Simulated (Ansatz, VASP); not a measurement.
# One calculation of VH4, two programs

```
V H
1.0
    -2.05554    2.05554    2.05554
     2.05554   -2.05554    2.05554
     2.05554    2.05554   -2.05554
V H
1 4
Direct
  0.00000 0.00000 0.00000
  0.00000 0.00000 0.50000
  0.50000 0.00000 0.00000
  0.50000 0.50000 0.50000
  0.00000 0.50000 0.00000
```

Change from the starting cell: species swapped into the NiHg4 type (Im-3m, No. 229).

Alike in both runs: functional PBE; k mesh 6 × 6 × 6; occupations gaussian, width 0.1 eV; collinear spin.

Ansatz relaxed the structure, and its values are those at the end. VASP's run is a single point on that final structure, the one shown.

```csv
,VASP,Ansatz
version,VASP 6.6.1,Ansatz 0.2.0
potentials or method,"VASP PAW PBE potentials, release 64 (V_sv, H), cutoff 520 eV","scalar-relativistic, plane waves, PAW"
valence electrons in the cell,17,17
```

```csv
,VASP,Ansatz,Ansatz less VASP
gap on the k mesh at the Fermi level (eV),none,none,-
pressure (GPa),-0.5,-0.4,+0.10
net moment per atom (μB),0.26,0.26,-0.001
size of the moment on the site where the two differ most (μB),1.20,0.86,-0.340
```

Site moments also hang on the region over which each program counts them. A gap of «none» marks a metal or a gap that the smearing closes.

The k mesh is coarse, so the values compare programs but aren't converged.
